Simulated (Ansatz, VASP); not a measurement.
# LiCl in VASP and in Ansatz

```
Li Cl
1.0
     6.07376    0.00000    0.00000
     0.00000    6.07376    0.00000
     0.00000    0.00000    6.07376
Li Cl
6 6
Cartesian
  4.5553 3.0369 0.0000
  3.0369 0.0000 4.5553
  0.0000 4.5553 3.0369
  0.0000 1.5184 3.0369
  1.5184 3.0369 0.0000
  3.0369 0.0000 1.5184
  3.0369 4.5553 0.0000
  4.5553 0.0000 3.0369
  0.0000 3.0369 4.5553
  1.5184 0.0000 3.0369
  0.0000 3.0369 1.5184
  3.0369 1.5184 0.0000
```

Alike in both runs: task relaxation of cell and atoms; functional PBE; k mesh 4 × 4 × 4; occupations gaussian, width 0.1 eV; no spin polarisation.

|  | VASP | Ansatz |
| --- | --- | --- |
| version | VASP 6.6.1 | Ansatz 0.2.0 |
| potentials or method | VASP PAW PBE potentials, release 64 (Li_sv, Cl), cutoff 600 eV | scalar-relativistic, plane waves, PAW |
| valence electrons in the cell | 60 | 60 |

VASP gave:

| Property | Result |
| --- | --- |
| gap on the k mesh at the Fermi level, each at its own relaxed structure (eV) | 5.37 |
| relaxed volume (Å³/atom) | 25.70 |
| relaxed length of the cell vector where the two differ most in proportion (Å) | 6.756 |

Task: Which values does Ansatz return?

Result: gap on the k mesh at the Fermi level, each at its own relaxed structure (eV): 5.34; relaxed volume (Å³/atom): 26.26; relaxed length of the cell vector where the two differ most in proportion (Å): 6.805.

Noted on VASP's run: the cutoff is under 1.25 times that of the potentials, so the pressure is a little rough; the volume moved by over 15 % at a fixed basis, so the end points are rough.
